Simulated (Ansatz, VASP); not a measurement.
## Mg in VASP and in Ansatz

```
Mg
1.0
     3.17231    0.00000    0.00000
    -1.58616    2.74730    0.00000
     0.00000    0.00000    3.04484
Mg
1
Direct
  0.00000 0.00000 0.00000
```

Change from the starting cell: strain +0.040 along x and y, +0.000 along z, atoms carried along.

Alike in both runs: task single point; functional PBE; k mesh 18 × 18 × 16; occupations gaussian, width 0.15 eV; no spin polarisation.

```csv
,VASP,Ansatz
version,VASP 6.6.1,Ansatz 0.2.0
potentials or method,"VASP PAW PBE potentials, release 64 (Mg), cutoff 520 eV","scalar-relativistic, plane waves, PAW"
valence electrons in the cell,2,10
```

Ansatz gave:

| Quantity | Value |
| --- | --- |
| gap on the k mesh at the Fermi level (eV) | none |
| pressure (GPa) | -1.0 |
| traceless stress, the component that is largest in VASP (GPa) | 1.57 |

Q: What did VASP give for the same quantities?

A: gap on the k mesh at the Fermi level (eV): none; pressure (GPa): -1.1; traceless stress, the component that is largest in VASP (GPa): 1.59.

A gap of «none» marks a metal or a gap that the smearing closes. With one functional, cell and mesh, what is left measures potentials, basis and numerics. VASP's potentials hold 2 valence electrons a cell and Ansatz's 10, so a difference there can come from the potentials and not from the codes.
